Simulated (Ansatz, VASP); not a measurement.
Two plane-wave programs on CsSnI3

File INCAR:

```
SYSTEM = CsSnI3
ALGO = Normal
EDIFF = 1E-7
EDIFFG = -0.01
ENCUT = 600
GGA = VW
IBRION = 2
ISIF = 3
ISMEAR = -1
LASPH = .True.
LCHARG = .False.
LREAL = .False.
LWAVE = .False.
NELM = 100
NSW = 60
PREC = Accurate
SIGMA = 0.05
```

KPOINTS

```
k-points
0
Gamma
  5 5 5
  0 0 0
```

Contents of POSCAR:

```
CsSnI3
1.0
    6.2057000000      0.0000000000      0.0000000000
    0.0000000000      6.2057000000      0.0000000000
    0.0000000000      0.0000000000      6.2057000000
Cs I Sn
1 3 1
Direct
    0.0000000000      0.0000000000      0.0000000000
    0.5000000000      0.5000000000      0.0000000000
    0.5000000000      0.0000000000      0.5000000000
    0.0000000000      0.5000000000      0.5000000000
    0.5000000000      0.5000000000      0.5000000000
```

The input input.yaml:

```yaml
crystal:
  lattice:
    - [6.2057, 0.0, 0.0]
    - [0.0, 6.2057, 0.0]
    - [0.0, 0.0, 6.2057]
  atoms:
    - { symbol: Cs, position: [0.0, 0.0, 0.0] }
    - { symbol: I, position: [0.5, 0.5, 0.0] }
    - { symbol: I, position: [0.5, 0.0, 0.5] }
    - { symbol: I, position: [0.0, 0.5, 0.5] }
    - { symbol: Sn, position: [0.5, 0.5, 0.5] }
hamiltonian:
  xc: { exchange: slater, correlation: vwn5 }
  pseudopotentials: { kind: paw }
kpoints:
  mp_grid: { grid: [5, 5, 5] }
scf:
  occupations: { method: fermi_dirac, width: 0.05 }
output:
  forces: true
  stress: true
  write_density: true
  write_potential: true
  elf: true
  volumetric_format: npy
relax:
  f_tol: 0.01
  max_steps: 40
  cell: { stress_tol: 0.05 }
```

Alike in both runs: task relaxation of cell and atoms; functional SVWN5; k mesh 5 × 5 × 5; occupations fermi-dirac, width 0.05 eV; no spin polarisation.

```csv
,VASP,Ansatz
version,VASP 6.6.1,Ansatz 0.2.0
potentials or method,"VASP PAW PBE potentials, release 64 (Cs_sv, I, Sn_d)",Ansatz PAW
plane-wave cutoff (eV),600,420
valence electrons in the cell,44,74
```

VASP gave:

```
gap on the k mesh at the Fermi level, each at its own relaxed structure (eV) : 1.67
relaxed volume (Å³/atom)                                                     : 43.70
relaxed cell length with the largest relative difference (Å)                 : 6.023
```

**Question.** Which values does Ansatz return?

**Answer.** gap on the k mesh at the Fermi level, each at its own relaxed structure (eV): 1.67; relaxed volume (Å³/atom): 43.63; relaxed cell length with the largest relative difference (Å): 6.020.

VASP's potentials were made for PBE, not for SVWN5. VASP's potentials hold 44 valence electrons a cell and Ansatz's 74, so a difference there can come from the potentials and not from the codes.

Spin-orbit coupling is off throughout. Noted on Ansatz's run: odd divisions of the mesh miss points on the zone boundary, where band edges often lie, so the gap on the mesh can be too wide; the plane-wave basis is chosen anew once the cell has moved, so the energies of steps on either side of that aren't comparable.
